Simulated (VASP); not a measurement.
A run of VASP 6.6.1 is set up as follows.

The input INCAR:

```
SYSTEM = Al
PREC     = Accurate       ! precision mode
ENCUT    = 520            ! plane-wave cutoff, eV
EDIFF    = 1E-6           ! SCF threshold, eV
ISMEAR   = -1             ! smearing method
SIGMA    = 0.1            ! smearing width, eV
LREAL    = .FALSE.        ! projectors in reciprocal space
LASPH    = .TRUE.         ! aspherical terms in the spheres
NELM     = 60             ! most SCF steps
ALGO     = Normal         ! electronic algorithm
ISIF     = 2              ! what is computed and relaxed
LWAVE    = .FALSE.        ! write WAVECAR
LCHARG   = .TRUE.         ! write CHGCAR
GGA      = PS             ! functional
LELF     = .TRUE.         ! ELF
LVHAR    = .TRUE.       
NBANDS   = 10             ! bands
```

KPOINTS

```
regular mesh
0
G
  14 14 7
  0 0 0
```

POSCAR

```
Al
1.0
    2.8124600000      0.0070311500      0.0070311500
   -1.4001408500      2.4321444250      0.0025735750
    0.0121671250      0.0121671250      4.8668500000
Al
2
Direct
    0.6666666667      0.3333333333      0.7500000000
    0.3333333333      0.6666666667      0.2500000000
```

Potentials or basis: VASP PAW PBE potentials, release 64 (Al).

Command:

```console
$ cat potpaw_PBE.64/Al/POTCAR > POTCAR
$ mpirun -np 1 vasp_std > vasp.out
```

Q: Estimate the pressure.

A: -1.3 GPa.

Q: Predict the band gap on the k mesh.

A: Zero (bands 3 and 4 overlap by 5.35 eV).

Stress tensor (GPa, compression positive):
```
-0.63 -0.28 -0.10
-0.28 -0.62 -0.10
-0.10 -0.10 -2.59
```

Caveat: the PAW data sets were made with another functional, which shifts forces and pressure a little.
